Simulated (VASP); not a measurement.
**BeS: G0W0 quasiparticle levels with PBE**

Crystal: BeS.

```xyz
2
Lattice="0.0000 2.4343 2.4343 2.4343 0.0000 2.4343 2.4343 2.4343 0.0000" Properties=species:S:1:pos:R:3 pbc="T T T"
Be    0.0000    0.0000    0.0000
S     1.2172    1.2172    1.2172
```

| Quantity | Value |
| --- | --- |
| Program | VASP 6.6.1 |
| Task | G0W0 quasiparticle levels |
| Functional | PBE |
| Potentials or basis | VASP PAW PBE potentials, release 64 (Be_GW, S_GW) |
| Cutoff | 500 eV |
| k mesh | 6 × 6 × 6 |
| Occupations | gaussian, width 0.01 eV |
| Spin | no spin polarisation |
| Dipole correction | no |
| GW scheme | G0W0 |
| GW iterations | 1 |
| Cutoff of the response function | 100 |
| Frequency points | 96 |
| Empty bands | 65 |
| Further INCAR settings | ALGO = EVGW0; EDIFF = 1e-08; NBANDS = 69 |

```yaml
Quasiparticle_gap: 4.31 eV
Least_direct_quasiparticle_gap: 7.13 eV
Band_gap_of_the_starting_levels_on_the_mesh: 3.13 eV
Least_direct_gap_of_the_starting_levels_on_the_mesh: 5.65 eV
```

Run time: 4.2 min on 1 thread of Intel(R) Xeon(R) Platinum 8259CL CPU @ 2.50GHz (Skylake/Cascade Lake), with other jobs on the host, peak memory 0.4 GiB.

Caveat: the k points lie up to 0.37 Å⁻¹ apart; bands, screening cutoff and mesh are small and nothing is extrapolated, so the quasiparticle values aren't converged.
